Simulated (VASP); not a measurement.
Wanted: the native input for a VASP 6.6.1 run.

| Property | Result |
| --- | --- |
| Task | density of states |
| Functional | LDA |
| Potentials or basis | VASP PAW LDA potentials, release 64 (Sb) |
| Cutoff | 520 eV |
| k mesh | 6 × 6 × 6 |
| Occupations | fermi-dirac, width 0.05 eV |
| Spin | no spin polarisation |
| Dipole correction | no |
| k mesh for the DOS | 9 × 9 × 9 |
| Occupations for the DOS | tetrahedron |
| Further INCAR settings | ALGO = Normal; EDIFF = 1e-06; NBANDS = 8 |

Sb:

```
CELL_PARAMETERS angstrom
0.17336 2.38853 2.49587
2.41731 0.06469 2.60454
2.32045 2.40035 0.16154
ATOMIC_POSITIONS crystal
Sb 0.00000 0.00000 0.00000
```

The input as run:

POSCAR

```
Sb
1.0
    0.1733647600      2.3885337500      2.4958692300
    2.4173055400      0.0646925500      2.6045414300
    2.3204533900      2.4003538000      0.1615447000
Sb
1
Direct
    0.0000000000      0.0000000000      0.0000000000
```

INCAR.step1

```
SYSTEM = Sb
PREC = Accurate
ENCUT = 520
EDIFF = 1E-6
ISMEAR = -1
SIGMA = 0.05
LREAL = .FALSE.
LASPH = .TRUE.
NELM = 80
ALGO = Normal
ISIF = 2
LWAVE = .FALSE.
LCHARG = .TRUE.
NBANDS = 8
```

KPOINTS.step1

```
Automatic mesh
0
G
  6 6 6
  0 0 0
```

INCAR.step2

```
SYSTEM = Sb
PREC = Accurate
ENCUT = 520
EDIFF = 1E-6
ISMEAR = -5
SIGMA = 0.05
LREAL = .FALSE.
LASPH = .TRUE.
NELM = 80
ALGO = Normal
ISIF = 2
LWAVE = .FALSE.
LCHARG = .FALSE.
LORBIT = 11
NBANDS = 8
NEDOS = 2001
ICHARG = 11
```

KPOINTS.step2

```
Automatic mesh
0
G
  9 9 9
  0 0 0
```

Potentials or basis: VASP PAW LDA potentials, release 64 (Sb).

Command:

```sh
$ cat potpaw_LDA.64/Sb/POTCAR > POTCAR
$ cp INCAR.step1 INCAR
$ cp KPOINTS.step1 KPOINTS
$ mpirun -np 1 vasp_std > vasp.out
$ cp INCAR.step2 INCAR
$ cp KPOINTS.step2 KPOINTS
$ mpirun -np 1 vasp_std > vasp.out
```

It gave:

| Item | Value |
| --- | --- |
| Valence electrons inside the program's atomic spheres | Sb 2.37 |

Caveat: the k points lie up to 0.40 Å⁻¹ apart; spin-orbit coupling is left out, which moves the levels of the heavy elements.

Run time: 46 s on 1 thread of Intel(R) Xeon(R) Platinum 8559C (Emerald Rapids), with other jobs on the host, peak memory 0.19 GiB.
